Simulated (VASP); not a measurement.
# Hf3Be (I4/mmm) in VASP: a series of runs

The runs below take Hf3Be through single point, with PBE, PBEsol, LDA.

Everything below comes from runs of VASP 6.6.1. Logs are shortened: lines on timing, memory, paths and dates and some standing lists are left out, and cuts for length are marked.

## Step 1: The cell of the first run

It takes space group I4/mmm (No. 139, tetragonal). The conventional cell has a = 4.184 Å, b = 4.184 Å, c = 8.706 Å, α = 90.00°, β = 90.00°, γ = 90.00°. Hf (site symmetry 4/mmm) has 4 Be at 2.96 Å and 8 Hf at 3.02 Å within 3.9 Å. Hf (site symmetry -4m2) has 8 Hf at 2.96 to 3.02 Å and 4 Be at 3.02 Å within 3.9 Å. Be (site symmetry 4/mmm) has 12 Hf at 2.96 to 3.02 Å within 3.9 Å.

## Step 2: Single point, PBE

INCAR

```
SYSTEM = Hf3Be
ALGO = Fast ; EDIFF = 1E-6
ENCUT = 520 ; GGA = PE
ISIF = 2 ; ISMEAR = -1
LASPH = .True. ; LCHARG = .False.
LREAL = .False. ; LWAVE = .False.
NBANDS = 24 ; NELM = 100
PREC = Accurate ; SIGMA = 0.1
```

KPOINTS

```
k-points
0
Gamma
  8 8 8
  0 0 0
```

POSCAR

```
Hf3Be
1.0
   -2.0920000000      2.0920000000      4.3530460000
    2.0920000000     -2.0920000000      4.3530460000
    2.0920000000      2.0920000000     -4.3530460000
Hf Be
3 1
Direct
    0.5000000000      0.5000000000      0.0000000000
    0.2500000000      0.7500000000      0.5000000000
    0.7500000000      0.2500000000      0.5000000000
    0.0000000000      0.0000000000      0.0000000000
```

Potentials or basis: VASP PAW PBE potentials, release 64 (Hf_pv, Be).

Started as:

```sh
> cat potpaw_PBE.64/Hf_pv/POTCAR potpaw_PBE.64/Be/POTCAR > POTCAR
> mpirun -np 1 vasp_std > vasp.out
```

OUTCAR:

```text
SYSTEM = Hf3Be
   EDIFF = 1E-6
   ENCUT = 520
   GGA = PE
   ISIF = 2
   ISMEAR = -1
   LASPH = .True.
   LREAL = .False.
   NELM = 100
   PREC = Accurate

 ion  position               nearest neighbor table
   1  0.500  0.500  0.000-   4 2.96   4 2.96   4 2.96   4 2.96   2 3.02   2 3.02   3 3.02   3 3.02
                             3 3.02   2 3.02   3 3.02   2 3.02
   2  0.250  0.750  0.500-   3 2.96   3 2.96   3 2.96   3 2.96   4 3.02   4 3.02   1 3.02   1 3.02
                             4 3.02   1 3.02   4 3.02   1 3.02
   3  0.750  0.250  0.500-   2 2.96   2 2.96   2 2.96   2 2.96   1 3.02   1 3.02   4 3.02   4 3.02
                             4 3.02   1 3.02   4 3.02   1 3.02
   4  0.000  0.000  0.000-   1 2.96   1 2.96   1 2.96   1 2.96   3 3.02   3 3.02   2 3.02   2 3.02
                             3 3.02   2 3.02   3 3.02   2 3.02

  LATTYP: Found a body centered tetragonal cell.
 ALAT       =     4.1840000000
 C/A-ratio  =     2.0808059273

  Lattice vectors:

 A1 = (  -2.0920000000,   2.0920000000,   4.3530460000)
 A2 = (   2.0920000000,  -2.0920000000,   4.3530460000)
 A3 = (   2.0920000000,   2.0920000000,  -4.3530460000)

Analysis of symmetry for initial positions (statically):
=====================================================================
 Subroutine PRICEL returns:
 Original cell was already a primitive cell.

 Routine SETGRP: Setting up the symmetry group for a
 body centered tetragonal supercell.

 Subroutine GETGRP returns: Found 16 space group operations
 (whereof 16 operations were pure point group operations)
 out of a pool of 16 trial point group operations.

The static configuration has the point symmetry D_4h.

Analysis of symmetry for dynamics (positions and initial velocities):
=====================================================================
 Subroutine PRICEL returns:
 Original cell was already a primitive cell.

 Routine SETGRP: Setting up the symmetry group for a
 body centered tetragonal supercell.

 Subroutine GETGRP returns: Found 16 space group operations
 (whereof 16 operations were pure point group operations)
 out of a pool of 16 trial point group operations.

The dynamic configuration has the point symmetry D_4h.

 Subroutine INISYM returns: Found 16 space group operations
 (whereof 16 operations are pure point group operations),
 and found     1 'primitive' translations

----------------------------------------------------------------------------------------

                                     Primitive cell

  volume of cell :      76.2038

  direct lattice vectors                    reciprocal lattice vectors
    -2.092000000  2.092000000  4.353046000     0.000000000  0.239005736  0.114862099
     2.092000000 -2.092000000  4.353046000     0.239005736  0.000000000  0.114862099
     2.092000000  2.092000000 -4.353046000     0.239005736  0.239005736  0.000000000

  length of vectors
     5.263263007  5.263263007  5.263263007     0.265173610  0.265173610  0.338005154

  position of ions in fractional coordinates (direct lattice)
     0.500000000  0.500000000  0.000000000
     0.250000000  0.750000000  0.500000000
     0.750000000  0.250000000  0.500000000
     0.000000000  0.000000000  0.000000000

  ion indices of the primitive-cell ions
   primitive index   ion index
                 1           1
                 2           2
                 3           3
                 4           4

----------------------------------------------------------------------------------------

 KPOINTS: k-points

Automatic generation of k-mesh.
 Grid dimensions read from file:
 generate k-points for:    8    8    8

 Generating k-lattice:

  Cartesian coordinates                     Fractional coordinates (reciprocal lattice)
     0.000000000  0.029875717  0.014357762     0.125000000  0.000000000  0.000000000
     0.029875717  0.000000000  0.014357762     0.000000000  0.125000000  0.000000000
     0.029875717  0.029875717  0.000000000     0.000000000  0.000000000  0.125000000

  Length of vectors
     0.033146701  0.033146701  0.042250644

  Shift w.r.t. Gamma in fractional coordinates (k-lattice)
     0.000000000  0.000000000  0.000000000

 Subroutine IBZKPT returns following result:
 ===========================================

 Found     59 irreducible k-points:

 Following reciprocal coordinates:
            Coordinates               Weight
  0.000000  0.000000  0.000000      1.000000
  0.125000  0.000000  0.000000      8.000000
  0.250000  0.000000  0.000000      8.000000
  0.375000  0.000000 -0.000000      8.000000
  0.500000  0.000000  0.000000      4.000000
  0.125000  0.125000  0.000000      8.000000
[... 16 lines left out ...]
  0.250000  0.125000  0.125000     16.000000
  0.375000  0.125000  0.125000      8.000000
 [... further k-points ...]
   k-points           NKPTS =     59   k-points in BZ     NKDIM =     59   number of bands    NBANDS=     24
   number of dos      NEDOS =    301   number of ions     NIONS =      4
   total plane-waves  NPLWV =  64000
   dimension x,y,z NGX =    40 NGY =   40 NGZ =   40
   dimension x,y,z NGXF=    80 NGYF=   80 NGZF=   80
   ions per type =               3   1
   NGX,Y,Z   is equivalent  to a cutoff of  12.63, 12.63, 12.63 a.u.
   NGXF,Y,Z  is equivalent  to a cutoff of  25.27, 25.27, 25.27 a.u.
 SYSTEM =  Hf3Be
   PREC   = accura    normal or accurate (medium, high low for compatibility)
   ISTART =      0    job   : 0-new  1-cont  2-samecut
   ICHARG =      2    charge: 1-file 2-atom 10-const
   ISPIN  =      1    spin polarized calculation?
   LNONCOLLINEAR =      F non collinear calculations
   LSORBIT =      F    spin-orbit coupling
   LASPH  =      T    aspherical Exc in radial PAW
   ENCUT  =  520.0 eV  38.22 Ry    6.18 a.u.   9.79  9.79  9.79*2*pi/ulx,y,z
   NELM   =    100;   NELMIN=  2; NELMDL= -5     # of ELM steps
   EDIFF  = 0.1E-05   stopping-criterion for ELM
   LREAL  =      F    real-space projection
   EDIFFG = 0.1E-04   stopping-criterion for IOM
   NSW    =      0    number of steps for IOM
   IBRION =     -1    ionic relax: 0-MD 1-quasi-New 2-CG
   NFREE  =      0    steps in history (QN), initial steepest desc. (CG)
   ISIF   =      2    stress and relaxation
   ISYM   =      2    0-nonsym 1-usesym 2-fastsym
   POTIM  = 0.5000    time-step for ionic-motion
   TEBEG  =    0.0;   TEEND  =   0.0 temperature during run
   PSTRESS=    0.0 pullay stress
   NELECT =      32.0000    total number of electrons
   NUPDOWN=      -1.0000    fix difference up-down
   EMIN   =  10.00;   EMAX   =-10.00  energy-range for DOS
   EFERMI =   0.00;   METHOD = LEGACY
   ISMEAR =    -1;   SIGMA  =   0.10  broadening in eV -4-tet -1-fermi 0-gaus
   EFERMI_NEDOS =   21; number of points for ismear=-14 and -15
   IALGO  =     68    algorithm
   IMIX   =      4    mixing-type and parameters
     AMIX     =   0.40;   BMIX     =  1.00
     AMIX_MAG =   1.60;   BMIX_MAG =  1.00
  volume/ion in A,a.u.               =      19.05       128.56
  Fermi-wavevector in a.u.,A,eV,Ry     =   1.225931  2.316673 20.448282  1.502906
  Thomas-Fermi vector in A             =   2.360950
   LORBIT       =      0    0 simple, 1 ext, 2 COOP (PROOUT), +10 PAW based schemes
   GGA     = PE    functional components
   LHFCALC =     F    Hartree Fock is set to
   AEXX    =    0.0000 exact exchange contribution
   IVDW    =     0    specifies the selected vdW correction
   LEPSILON=     F    determine dielectric tensor
   LRPA    =     F    only Hartree local field effects (RPA)
 non-spin polarized calculation
 RMM-DIIS sequential band-by-band and
  energy-cutoff  :      520.00
  volume of cell :       76.20
 maximum number of plane-waves:      2072
   NGX = 19   NGY = 19   NGZ = 19

 number of electron      31.9999998 magnetization

 Free energy of the ion-electron system (eV)
  ---------------------------------------------------
  ext. energy  EPLUGINS =         0.00000000
  ---------------------------------------------------
  free energy    TOTEN  =       -33.15734437 eV

  energy without entropy =      -33.07117892  energy(sigma->0) =      -33.11426165

 E-fermi :   4.6222     XC(G=0): -11.1290

 val. band max:        4.6154203670   @ k =  -0.3750  -0.3750   0.1250
 cond. band min:       4.6451223198   @ k =   0.3750   0.1250   0.1250
 fundamental gap:      0.0297019528
 Fermi energy:         4.6221989040

 k-point     1 :       0.0000    0.0000    0.0000
  band No.  band energies     occupation
      1     -26.0059      2.00000
      2     -25.8600      2.00000
      3     -25.8600      2.00000
      4     -25.6206      2.00000
      5     -25.6206      2.00000
      6     -25.4571      2.00000
[... 16 lines left out ...]
     23       9.3183      0.00000
     24       9.3183      0.00000

 k-point     2 :       0.1250    0.0000    0.0000
  band No.  band energies     occupation
      1     -26.0043      2.00000
      2     -25.8440      2.00000
      3     -25.8320      2.00000
      4     -25.6492      2.00000
      5     -25.6143      2.00000
      6     -25.4205      2.00000
[... 16 lines left out ...]
     23       9.0025      0.00000
     24       9.4223      0.00000

 k-point     3 :       0.2500    0.0000    0.0000
  band No.  band energies     occupation
      1     -25.9772      2.00000
      2     -25.8104      2.00000
      3     -25.8032      2.00000
      4     -25.6459      2.00000
      5     -25.5936      2.00000
      6     -25.3685      2.00000
[... 16 lines left out ...]
     23       8.7883      0.00000
     24       9.2790      0.00000
[... 514 lines left out ...]
 k-point    23 :       0.2500    0.1250    0.1250
  band No.  band energies     occupation
      1     -26.0650      2.00000
      2     -25.8585      2.00000
      3     -25.8196      2.00000
      4     -25.6803      2.00000
      5     -25.4709      2.00000
      6     -25.3793      2.00000
[... 16 lines left out ...]
     23       8.4993      0.00000
     24       9.3180      0.00000

 k-point    24 :       0.3750    0.1250    0.1250
  band No.  band energies     occupation
      1     -26.0454      2.00000
      2     -25.8874      2.00000
      3     -25.8371      2.00000
      4     -25.7183      2.00000
      5     -25.4018      2.00000
      6     -25.3938      2.00000
[... 16 lines left out ...]
     23       8.5186      0.00000
     24       9.1861      0.00000

 [... further k-points ...]
[... 5 lines left out ...]
  --------------------------------------------------------------------------------------
  -------------------------------------------------------------------------------------
  Total       -0.2298668     -0.2298668      0.1962628      0.0000000      0.0000000      0.0000000
  in kB       -4.8329267     -4.8329267      4.1264051      0.0000000      0.0000000      0.0000000
  external PRESSURE =      -1.8464828 kB  Pullay stress =       0.0000000 kB

 VOLUME and BASIS-vectors are now :
 -----------------------------------------------------------------------------
  energy-cutoff  :      520.00
  volume of cell :       76.20
      direct lattice vectors                 reciprocal lattice vectors
    -2.092000000  2.092000000  4.353046000     0.000000000  0.239005736  0.114862099
     2.092000000 -2.092000000  4.353046000     0.239005736  0.000000000  0.114862099
     2.092000000  2.092000000 -4.353046000     0.239005736  0.239005736  0.000000000

 POSITION                                       TOTAL-FORCE (eV/Angst)
 -----------------------------------------------------------------------------------
      0.00000      0.00000      4.35305         0.000000      0.000000      0.000000
      2.09200      0.00000      2.17652        -0.000000     -0.000000     -0.000000
      0.00000      2.09200      2.17652         0.000000      0.000000     -0.000000
      0.00000      0.00000      0.00000         0.000000      0.000000      0.000000
 -----------------------------------------------------------------------------------
    total drift:                                0.000000     -0.000000      0.000000

  FREE ENERGIE OF THE ION-ELECTRON SYSTEM (eV)
  ---------------------------------------------------
  free  energy   TOTEN  =       -33.1573443727 eV

  energy  without entropy=      -33.0711789196  energy(sigma->0) =      -33.11426165
```

It took 74 s on 1 thread of Intel Xeon 6975P-C (Granite Rapids), shared host; peak memory 0.29 GiB.

What came out:

```yaml
Free_energy: -33.1573 eV
Pressure: -0.2 GPa
Band_gap_on_the_k_mesh: zero (band 16 reaches 4.82 eV, above the bottom of band 17 at 4.49 eV)
```

Levels at points of the mesh, in eV from the Fermi level:
```csv
k point,band 14,band 15,band 16,band 17,band 18,band 19
"(0.00, 0.00, 0.00)",-0.99,-0.99,0.08,0.76,0.76,1.60
"(0.50, 0.00, 0.00)",-1.27,-0.67,-0.33,1.12,1.18,1.22
"(0.50, 0.50, 0.00)",-1.28,-0.35,-0.18,0.65,0.91,1.38
"(0.50, 0.50, 0.50)",-1.38,-1.38,-0.94,1.24,1.48,1.48
```

Caveat: spin-orbit coupling is left out, which moves the levels of the heavy elements.

## Step 3: Single point, PBEsol

INCAR

```
PREC     = Accurate       # precision mode
ENCUT    = 520            # plane-wave cutoff, eV
EDIFF    = 1E-7           # SCF threshold, eV
ISMEAR   = 0              # smearing method
SIGMA    = 0.1            # smearing width, eV
LREAL    = False          # projectors in reciprocal space
LASPH    = True           # aspherical terms in the spheres
NELM     = 80             # most SCF steps
ALGO     = Normal         # electronic algorithm
ISIF     = 2              # what is computed and relaxed
LWAVE    = False          # write WAVECAR
LCHARG   = False          # write CHGCAR
GGA      = PS             # functional
NBANDS   = 24             # bands
```

KPOINTS

```
regular mesh
0
Gamma
  8 8 8
```

POSCAR is that of step 2.

Potentials or basis: VASP PAW PBE potentials, release 64 (Hf_pv, Be).

Started as:

```sh
> cat potpaw_PBE.64/Hf_pv/POTCAR potpaw_PBE.64/Be/POTCAR > POTCAR
> mpirun -np 1 vasp_std > vasp.out
```

Wall time 70 s (1 thread of Intel Xeon 6975P-C (Granite Rapids), shared host); peak memory 0.28 GiB.

Results (log left out):

```
Free energy            : -35.1475 eV
Pressure               : -4.5 GPa
Band gap on the k mesh : zero (band 16 reaches 4.68 eV, above the bottom of band 17 at 4.37 eV)
```

Stress tensor (GPa, compression positive):
```
-4.62  0.00  0.00
 0.00 -4.62  0.00
 0.00  0.00 -4.15
```

Levels at points of the mesh, in eV from the Fermi level:
```
           k point  band 12  band 13  band 14  band 15  band 16  band 17  band 18  band 19  band 20  band 21
(0.00, 0.00, 0.00)    -2.55    -1.43    -0.99    -0.99     0.07     0.75     0.75     1.62     3.02     3.29
(0.50, 0.00, 0.00)    -2.23    -1.39    -1.26    -0.66    -0.33     1.11     1.16     1.22     1.76     2.58
(0.50, 0.50, 0.00)    -2.84    -2.10    -1.27    -0.32    -0.19     0.64     0.92     1.35     2.22     2.28
(0.50, 0.50, 0.50)    -3.32    -1.85    -1.39    -1.39    -0.95     1.22     1.52     1.52     2.19     3.63
```

Caveat: the PAW data sets were made with another functional, which shifts forces and pressure a little; spin-orbit coupling is left out, which moves the levels of the heavy elements.

(Continued in part 2 of 2.)
